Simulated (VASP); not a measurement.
Set up this calculation in VASP 6.6.1, as the native input.

| Property | Result |
| --- | --- |
| Task | single point |
| Functional | LDA |
| Potentials or basis | VASP PAW LDA potentials, release 64 (Ta_pv, W_sv) |
| Cutoff | 520 eV |
| k mesh | 15 × 15 × 1 |
| Occupations | fermi-dirac, width 0.1 eV |
| Spin | no spin polarisation |
| Dipole correction | yes |
| Further INCAR settings | ALGO = Normal; EDIFF = 1e-06; NBANDS = 25 |

The structure of Ta2W lies in POSCAR:

```
Ta2W
1.0
    2.8181880382      0.0000000000      0.0000000000
   -0.9393960127      2.6570131632      0.0000000000
    0.0000000000      0.0000000000     20.6021000000
Ta W
2 1
Direct
    0.0000000000      0.0000000000      0.3918156972
    0.0000000000      0.0000000000      0.6081843226
    0.5000000000      0.5000000000      0.4999999802
```

These files were run (other wordings do the same):

INCAR

```
SYSTEM = Ta2W
ALGO = Normal
DIPOL = 0.5 0.5 0.500
EDIFF = 1E-6
ENCUT = 520
IDIPOL = 3
ISIF = 2
ISMEAR = -1
LASPH = .True.
LCHARG = .False.
LDIPOL = .True.
LREAL = .False.
LWAVE = .False.
NBANDS = 25
NELM = 100
PREC = Accurate
SIGMA = 0.1
```

KPOINTS

```
k-points
0
Gamma
  15 15 1
  0 0 0
```

Potentials or basis: VASP PAW LDA potentials, release 64 (Ta_pv, W_sv).

The run is started by

```sh
$ cat potpaw_LDA.64/Ta_pv/POTCAR potpaw_LDA.64/W_sv/POTCAR > POTCAR
$ mpirun -np 1 vasp_std > vasp.out
```

It gave:

- Largest force: 0.544 eV/Å
- Band gap on the k mesh: zero (bands 18 and 19 overlap by 1.77 eV)

Caveat: spin-orbit coupling is left out, which moves the levels of the heavy elements.

It took 8.1 min on 1 thread of AMD EPYC 7R43 64-Core Processor (Zen 3), on a shared host, peak memory 0.35 GiB.
